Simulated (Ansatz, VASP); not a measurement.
One calculation of Cl, two programs

Contents of INCAR:

```
PREC = Accurate
ENCUT = 520
EDIFF = 1E-7
ISMEAR = -1
SIGMA = 0.05
LREAL = False
LASPH = True
NELM = 80
ALGO = Normal
ISIF = 2
LWAVE = False
LCHARG = False
GGA = PE
NBANDS = 22
```

File KPOINTS:

```
regular mesh
0
Gamma
  7 7 4
```

POSCAR

```
Cl
1.0
    3.2066823265     -2.2941288504      0.0000000000
    3.2066823265      2.2941288504      0.0000000000
    0.0000000000      0.0000000000      8.3710212721
Cl
4
Direct
    0.3700000000      0.6300000000      0.4000000000
    0.1300000000      0.8700000000      0.9000000000
    0.6300000000      0.3700000000      0.6000000000
    0.8700000000      0.1300000000      0.1000000000
```

input.yaml

```yaml
crystal:
  lattice:
    - [3.2066823265, -2.2941288504, 0.0]
    - [3.2066823265, 2.2941288504, 0.0]
    - [0.0, 0.0, 8.3710212721]
  atoms:
    - { symbol: Cl, position: [0.37, 0.63, 0.4] }
    - { symbol: Cl, position: [0.13, 0.87, 0.9] }
    - { symbol: Cl, position: [0.63, 0.37, 0.6] }
    - { symbol: Cl, position: [0.87, 0.13, 0.1] }
hamiltonian:
  xc: pbe
  pseudopotentials: { kind: paw }
kpoints:
  mp_grid: { grid: [7, 7, 4] }
scf:
  occupations: { method: fermi_dirac, width: 0.05 }
output:
  forces: true
  stress: true
  eigenvalues: true
```

Alike in both runs: task single point; functional PBE; k mesh 7 × 7 × 4; occupations fermi-dirac, width 0.05 eV; no spin polarisation.

|  | VASP | Ansatz |
| --- | --- | --- |
| version | VASP 6.6.1 | Ansatz 0.2.0 |
| potentials or method | VASP PAW PBE potentials, release 64 (Cl) | Ansatz PAW |
| plane-wave cutoff (eV) | 520 | 420 |
| valence electrons in the cell | 28 | 28 |

Ansatz gave:

| Property | Result |
| --- | --- |
| gap on the k mesh at the Fermi level (eV) | 2.29 |
| least direct gap on the mesh (eV) | 2.34 |
| pressure (GPa) | -0.8 |
| traceless stress, the component that is largest in VASP (GPa) | 1.74 |
| rms of the force components (eV/Å) | 0.346 |

Task: Estimate VASP's values.

Result: gap on the k mesh at the Fermi level (eV): 2.33; least direct gap on the mesh (eV): 2.38; pressure (GPa): -1.1; traceless stress, the component that is largest in VASP (GPa): 1.98; rms of the force components (eV/Å): 0.432.

Atom by atom the forces differ by 0.087 eV/Å (rms over components).

Noted on Ansatz's run: odd divisions of the mesh miss points on the zone boundary, where band edges often lie, so the gap on the mesh can be too wide.
